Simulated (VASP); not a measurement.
A run of VASP 6.6.1 is set up as follows.

File INCAR:

```
PREC     = Accurate       # precision mode
ENCUT    = 520            # plane-wave cutoff, eV
EDIFF    = 1E-6           # SCF threshold, eV
ISMEAR   = -1             # smearing method
SIGMA    = 0.05           # smearing width, eV
LREAL    = F              # projectors in reciprocal space
LASPH    = T              # aspherical terms in the spheres
NELM     = 60             # most SCF steps
ALGO     = Normal         # electronic algorithm
ISIF     = 2              # what is computed and relaxed
LWAVE    = F              # write WAVECAR
LCHARG   = T              # write CHGCAR
GGA      = PS             # functional
LELF     = T              # ELF
LVHAR    = T            
NBANDS   = 13             # bands
```

Contents of KPOINTS:

```
regular mesh
0
Gamma
  12 12 12
```

File POSCAR:

```
W
1.0
    0.0000000000      1.9955865722      1.9955865722
    1.9955865722      0.0000000000      1.9955865722
    1.9955865722      1.9955865722      0.0000000000
W
1
Direct
    0.0000000000      0.0000000000      0.0000000000
```

Potentials or basis: VASP PAW PBE potentials, release 64 (W_sv).

Command:

```sh
$ cat potpaw_PBE.64/W_sv/POTCAR > POTCAR
$ mpirun -np 1 vasp_std > vasp.out
```

Q: Estimate the band gap on the k mesh.

A: Zero (bands 7 and 8 overlap by 3.85 eV).

Q: Predict the pressure.

A: 1.7 GPa.

Caveat: the PAW data sets were made with another functional, which shifts forces and pressure a little; spin-orbit coupling is left out, which moves the levels of the heavy elements.
